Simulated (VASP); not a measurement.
Input of a VASP 6.6.1 run:

INCAR

```
PREC = Accurate ; ENCUT = 520
EDIFF = 1E-6 ; ISMEAR = -1
SIGMA = 0.1 ; LREAL = False
LASPH = True ; NELM = 100
ALGO = Normal ; ISIF = 2
LWAVE = False ; LCHARG = False
NBANDS = 13
```

Contents of KPOINTS:

```
Automatic mesh
0
Gamma
  13 13 13
```

File POSCAR:

```
Sn
1.0
   -1.8765692686      1.8765692686      1.8765692686
    1.8765692686     -1.8765692686      1.8765692686
    1.8765692686      1.8765692686     -1.8765692686
Sn
1
Direct
    0.0000000000      0.0000000000      0.0000000000
```

Potentials or basis: VASP PAW LDA potentials, release 64 (Sn_d).

Run with:

```bash
$ cat potpaw_LDA.64/Sn_d/POTCAR > POTCAR
$ mpirun -np 1 vasp_std > vasp.out
```

Task: Estimate the pressure.

Result: -1.9 GPa.

Task: Predict the band gap on the k mesh.

Result: Zero (band 7 reaches 16.25 eV, above the bottom of band 8 at 5.75 eV).

Caveat: spin-orbit coupling is left out, which moves the levels of the heavy elements.
